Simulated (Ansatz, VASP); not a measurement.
BeAs2 in VASP and in Ansatz

```
Be As
1.0
     3.64541    0.00000    0.00000
     0.00000    3.64541    0.00000
     0.00000    0.00000    7.54777
Be As
2 4
Direct
  0.00000 0.50000 0.28100
  0.50000 0.00000 0.71900
  0.00000 0.00000 0.00000
  0.50000 0.50000 0.00000
  0.00000 0.50000 0.63900
  0.50000 0.00000 0.36100
```

Alike in both runs: task single point; functional r2SCAN; k mesh 5 × 5 × 3; no spin polarisation.

```csv
,VASP,Ansatz
version,VASP 6.6.1,Ansatz 0.2.0
potentials or method,"VASP PAW PBE potentials, release 64 (Be, As), cutoff 520 eV",PAW plane waves
occupations,"fermi-dirac, width 0.1 eV",fermi-dirac
valence electrons in the cell,24,64
```

VASP gave:

| Item | Value |
| --- | --- |
| gap on the k mesh at the Fermi level (eV) | none |
| pressure (GPa) | -2.8 |
| traceless stress, the component that is largest in VASP (GPa) | -4.41 |
| rms of the force components (eV/Å) | 0.333 |

Problem. What did Ansatz give for the same quantities?

Solution. gap on the k mesh at the Fermi level (eV): none; pressure (GPa): -2.8; traceless stress, the component that is largest in VASP (GPa): -4.36; rms of the force components (eV/Å): 0.332.

VASP's potentials were made for PBE, not for r2SCAN. Atom by atom the forces differ by 0.002 eV/Å (rms over components). A gap of «none» marks a metal or a gap that the smearing closes. VASP's potentials hold 24 valence electrons a cell and Ansatz's 64, so a difference there can come from the potentials and not from the codes.
